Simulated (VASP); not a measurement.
Here is a VASP 6.6.1 calculation.

File POSCAR:

```
HfO2
1.0
    3.5768243315      0.0000000000      0.0000000000
    0.0000000000      3.5768243315      0.0000000000
    0.0000000000      0.0000000000      5.2026739475
Hf O
2 4
Direct
    0.5000000000      0.5000000000      0.5000000000
    0.0000000000      0.0000000000      0.0000000000
    0.0000000000      0.4370950376      0.6529165432
    0.5000000000      0.0000000000      0.8038364645
    0.5000000000      0.0000000000      0.3038364645
    0.0000000000      0.5000000000      0.1961635355
```

Contents of INCAR.step1:

```
SYSTEM = HfO2
  ALGO = Normal
  EDIFF = 1E-4
  ENCUT = 520
  GGA = PE
  ISMEAR = 0
  LASPH = .TRUE.
  LCHARG = .FALSE.
  LREAL = .FALSE.
  LWAVE = .TRUE.
  NBANDS = 31
  NELM = 80
  PREC = Accurate
  SIGMA = 0.05
```

INCAR.step2

```
SYSTEM = HfO2
  ALGO = Normal
  EDIFF = 1E-6
  ENCUT = 520
  ISIF = 2
  ISMEAR = 0
  ISTART = 1
  LASPH = .TRUE.
  LCHARG = .FALSE.
  LMIXTAU = .TRUE.
  LREAL = .FALSE.
  LWAVE = .FALSE.
  METAGGA = R2SCAN
  NBANDS = 31
  NELM = 80
  PREC = Accurate
  SIGMA = 0.05
```

Contents of KPOINTS:

```
k-points
0
G
  6 6 6
  0 0 0
```

Potentials or basis: VASP PAW PBE potentials, release 64 (Hf_pv, O).

The run is started by

```console
$ cat potpaw_PBE.64/Hf_pv/POTCAR potpaw_PBE.64/O/POTCAR > POTCAR
$ cp INCAR.step1 INCAR
$ mpirun -np 1 vasp_std > vasp.out
$ cp INCAR.step2 INCAR
$ mpirun -np 1 vasp_std > vasp.out
```

**Question.** Estimate the largest force.

**Answer.** 2.939 eV/Å.

**Question.** What does it give for the band gap on the k mesh?

**Answer.** 5.22 eV, indirect (least direct gap 5.26 eV).

**Question.** Predict the pressure.

**Answer.** 1.2 GPa.

Stress tensor (GPa, compression positive):
```
 5.14  0.00  0.00
 0.00 -4.13 -1.37
 0.00 -1.37  2.68
```

Caveat: the cell differs from its parent crystal (atom 3 (O) moved by (-0.225, -0.225) A along y and z); the PAW data sets were made with another functional, which shifts forces and pressure a little; spin-orbit coupling is left out, which moves the levels of the heavy elements. A k mesh can miss the band edges.
